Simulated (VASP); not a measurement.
# Cd3SeS2 (I-4m2) in VASP: a series of runs, part 2 of 2

VASP 6.6.1. The steps go on from the part before.

### 4 Single point, PBE

This run uses another cell than the first one: it holds 12 atoms, not 6.

INCAR

```
PREC     = Accurate       # precision mode
ENCUT    = 520            # plane-wave cutoff, eV
EDIFF    = 1E-7           # SCF threshold, eV
ISMEAR   = 0              # smearing method
SIGMA    = 0.1            # smearing width, eV
LREAL    = False          # projectors in reciprocal space
LASPH    = True           # aspherical terms in the spheres
NELM     = 80             # most SCF steps
ALGO     = Normal         # electronic algorithm
ISIF     = 2              # what is computed and relaxed
LWAVE    = False          # write WAVECAR
LCHARG   = False          # write CHGCAR
GGA      = PE             # functional
NBANDS   = 66             # bands
```

KPOINTS

```
Automatic mesh
0
Gamma
  4 2 4
```

POSCAR

```
Cd3SeS2
1.0
    0.0000000000     -4.2551660147      0.0000000000
    8.5103320293      0.0000000000      0.0000000000
   -2.1275830073      2.1275830073      9.0157307757
Cd Se S
6 2 4
Direct
    0.8388773040      0.4194386520      0.6777546079
    0.8388773040      0.9194386520      0.6777546079
    0.5000000000      0.2500000000      1.0000000000
    0.5000000000      0.7500000000      0.0000000000
    0.1611226960      0.0805613480      0.3222453921
    0.1611226960      0.5805613480      0.3222453921
    0.2500000000      0.3750000000      0.5000000000
    0.2500000000      0.8750000000      0.5000000000
    0.5804506580      0.0402253290      0.1609013161
    0.5804506580      0.5402253290      0.1609013161
    0.9195493420      0.2097746710      0.8390986839
    0.9195493420      0.7097746710      0.8390986839
```

Potentials or basis: VASP PAW PBE potentials, release 64 (Cd, Se, S).

Launch:

```sh
> cat potpaw_PBE.64/Cd/POTCAR potpaw_PBE.64/Se/POTCAR potpaw_PBE.64/S/POTCAR > POTCAR
> mpirun -np 1 vasp_std > vasp.out
```

OUTCAR:

```text
PREC = Accurate
   ENCUT = 520
   EDIFF = 1E-7
   ISMEAR = 0
   LREAL = False
   LASPH = True
   NELM = 80
   ISIF = 2
   GGA = PE

 ion  position               nearest neighbor table
   1  0.839  0.419  0.678-  11 2.58  12 2.58   7 2.66   7 2.66
   2  0.839  0.919  0.678-  12 2.58  11 2.58   8 2.66   8 2.66
   3  0.500  0.250  0.000-  10 2.58  11 2.58   9 2.58  11 2.58
   4  0.500  0.750  0.000-   9 2.58  12 2.58  10 2.58  12 2.58
   5  0.161  0.081  0.322-   9 2.58   9 2.58   8 2.66   7 2.66
   6  0.161  0.581  0.322-  10 2.58  10 2.58   7 2.66   8 2.66
   7  0.250  0.375  0.500-   6 2.66   1 2.66   5 2.66   1 2.66
   8  0.250  0.875  0.500-   5 2.66   2 2.66   6 2.66   2 2.66
   9  0.580  0.040  0.161-   4 2.58   3 2.58   5 2.58   5 2.58
  10  0.580  0.540  0.161-   3 2.58   4 2.58   6 2.58   6 2.58
  11  0.920  0.210  0.839-   3 2.58   3 2.58   1 2.58   2 2.58
  12  0.920  0.710  0.839-   4 2.58   4 2.58   2 2.58   1 2.58

  LATTYP: Found a base centered monoclinic cell.
 ALAT       =    18.5267386091
 B/A-ratio  =     0.2296770146
 C/A-ratio  =     0.4593540293
 COS(beta)  =    -0.2296770146

  Lattice vectors:

 A1 = (  -2.1275830073,   2.1275830073,   9.0157307757)
 A2 = (  -2.1275830073,  -2.1275830074,   9.0157307757)
 A3 = (   8.5103320293,   0.0000000000,   0.0000000000)

Analysis of symmetry for initial positions (statically):
=====================================================================
 Subroutine PRICEL returns following result:

  LATTYP: Found a body centered tetragonal cell.
 ALAT       =     4.2551660147
 C/A-ratio  =     4.2375459592

  Lattice vectors:

 A1 = (  -2.1275830074,  -2.1275830073,  -9.0157307757)
 A2 = (   2.1275830073,   2.1275830074,  -9.0157307757)
 A3 = (   2.1275830074,  -2.1275830074,   9.0157307757)

   2 primitive cells build up your supercell.

[... 175 lines left out ...]
   AEXX    =    0.0000 exact exchange contribution
   IVDW    =     0    specifies the selected vdW correction
   LEPSILON=     F    determine dielectric tensor
   LRPA    =     F    only Hartree local field effects (RPA)
 non-spin polarized calculation
 Gauss-broadening in eV      SIGMA  =   0.10
  energy-cutoff  :      520.00
  volume of cell :      326.49
 maximum number of plane-waves:      8826
 NGX is ok and might be reduce to    32

 number of electron     107.9999987 magnetization

 Free energy of the ion-electron system (eV)
  ---------------------------------------------------
  ext. energy  EPLUGINS =         0.00000000
  ---------------------------------------------------
  free energy    TOTEN  =       -35.45837403 eV

  energy without entropy =      -35.45837402  energy(sigma->0) =      -35.45837403

 E-fermi :   1.2337     XC(G=0):  -8.8299

 val. band max:        0.8339176857   @ k =   0.0000   0.0000   0.0000
 cond. band min:       1.6261545690   @ k =   0.0000   0.0000   0.0000
 fundamental gap:      0.7922368834
 Fermi energy:         1.2336570605

 k-point     1 :       0.0000    0.0000    0.0000
  band No.  band energies     occupation
      1     -11.3710      2.00000
      2     -11.0303      2.00000
      3     -11.0302      2.00000
      4     -10.9965      2.00000
      5     -10.9950      2.00000
      6     -10.9900      2.00000
[... 955 lines left out ...]
     65       7.0555      0.00000
     66       7.0555      0.00000

------------------------ aborting loop because EDIFF is reached ----------------------------------------

  FORCE on cell =-STRESS in cart. coord.  units (eV):
  Direction    XX          YY          ZZ          XY          YZ          ZX
  --------------------------------------------------------------------------------------
  -------------------------------------------------------------------------------------
  Total        0.7834014      0.7834237      0.4759538     -0.0000000     -0.0000000      0.0004962
  in kB        3.8444213      3.8445308      2.3356695     -0.0000000     -0.0000000      0.0024350
  external PRESSURE =       3.3415405 kB  Pullay stress =       0.0000000 kB

 VOLUME and BASIS-vectors are now :
 -----------------------------------------------------------------------------
  energy-cutoff  :      520.00
  volume of cell :      326.49
      direct lattice vectors                 reciprocal lattice vectors
     0.000000000 -4.255166015  0.000000000     0.000000000 -0.235008457  0.055458621
     8.510332029  0.000000000  0.000000000     0.117504229  0.000000000  0.027729311
    -2.127583007  2.127583007  9.015730776     0.000000000  0.000000000  0.110917243

 POSITION                                       TOTAL-FORCE (eV/Angst)
 -----------------------------------------------------------------------------------
      2.12758     -2.12758      6.11045        -0.000034      0.000000     -0.003812
      6.38275     -2.12758      6.11045        -0.000034      0.000000     -0.003812
      2.12758     -2.12758      0.00000        -0.000001      0.000000     -0.000001
      6.38275     -2.12758      0.00000        -0.000001      0.000000     -0.000001
     -0.00000      0.00000      2.90528         0.000038     -0.000000      0.003813
      4.25517      0.00000      2.90528         0.000038     -0.000000      0.003813
      2.12758     -0.00000      4.50787        -0.000005     -0.000000      0.000000
      6.38275     -0.00000      4.50787        -0.000005     -0.000000      0.000000
     -0.00000     -2.12758      1.45064        -0.000020      0.000000     -0.000189
      4.25517     -2.12758      1.45064        -0.000020      0.000000     -0.000189
      0.00000     -2.12758      7.56509         0.000021     -0.000000      0.000188
      4.25517     -2.12758      7.56509         0.000021     -0.000000      0.000188
 -----------------------------------------------------------------------------------
    total drift:                               -0.000024     -0.000005     -0.000015

  FREE ENERGIE OF THE ION-ELECTRON SYSTEM (eV)
  ---------------------------------------------------
  free  energy   TOTEN  =       -35.4583740256 eV

  energy  without entropy=      -35.4583740248  energy(sigma->0) =      -35.45837403
```

stdout:

```text
POSCAR found type information on POSCAR CdSeS
 POSCAR found :  3 types and      12 ions
 scaLAPACK will be used
 LDA part: xc-table for (Slater+PW92), standard interpolation
 -----------------------------------------------------------------------------
|                                                                             |
|           W    W    AA    RRRRR   N    N  II  N    N   GGGG   !!!           |
|           W    W   A  A   R    R  NN   N  II  NN   N  G    G  !!!           |
|           W    W  A    A  R    R  N N  N  II  N N  N  G       !!!           |
|           W WW W  AAAAAA  RRRRR   N  N N  II  N  N N  G  GGG   !            |
|           WW  WW  A    A  R   R   N   NN  II  N   NN  G    G                |
|           W    W  A    A  R    R  N    N  II  N    N   GGGG   !!!           |
|                                                                             |
|     Your reciprocal lattice and k-lattice belong to different lattice       |
|     classes:                                                                |
|                                                                             |
|        The reciprocal lattice is base-centered monoclinic,                  |
|        whereas your k-lattice is body-centered tetragonal.                  |
|                                                                             |
|     Results are often still useful ...                                      |
|                                                                             |
 -----------------------------------------------------------------------------

 POSCAR, INCAR and KPOINTS ok, starting setup
 FFT: planning ... GRIDC
 FFT: planning ... GRID_SOFT
 FFT: planning ... GRID
 WAVECAR not read
 entering main loop
```

It took 3.8 min on 1 thread of Intel Xeon 6975P-C (Granite Rapids), shared host; peak memory 0.49 GiB.

What came out:

```
Free energy            : -35.4584 eV
Pressure               : 0.3 GPa
Largest force          : 0.004 eV/Å
Band gap on the k mesh : 0.79 eV
```

Forces in eV/Å, atoms in the order of the input:
```
Cd   0.000  0.000 -0.004
Cd   0.000  0.000 -0.004
Cd   0.000  0.000  0.000
Cd   0.000  0.000  0.000
Cd   0.000  0.000  0.004
Cd   0.000  0.000  0.004
Se   0.000  0.000  0.000
Se   0.000  0.000  0.000
S    0.000  0.000  0.000
S    0.000  0.000  0.000
S    0.000  0.000  0.000
S    0.000  0.000  0.000
```

Caveat: semilocal functionals underestimate gaps, and a narrow one can read as zero.

### 5 The runs side by side

```csv
cell,k mesh,gap on the mesh (eV),pressure (GPa),largest force (eV/Å)
"a = 9.194 Å, angles 154.2, 154.2, 36.9°, 6 atoms, atomic positions A",6 × 6 × 6,1.07,7.2,0.81
"a = 9.506 Å, angles 154.1, 154.1, 37.0°, 6 atoms, atomic positions B",6 × 6 × 6,0.79,0.1,0.02
"a = 4.255, b = 8.510, c = 9.505 Å, angles 102.9, 102.9, 90.0°, 12 atoms, atomic positions C",4 × 2 × 4,0.79,0.3,-
```

Alike in all rows: task single point; level PBE; potentials or basis VASP PAW PBE potentials, release 64 (Cd, Se, S); no spin polarisation; cutoff (eV) 520; smearing gaussian 0.1 eV.

Caveats: semilocal functionals underestimate gaps, and a narrow one can read as zero (at least some runs); the cell stands under pressure (at least some runs).

Total energies depend on the potentials used, so only differences within one code and one set of settings carry meaning.
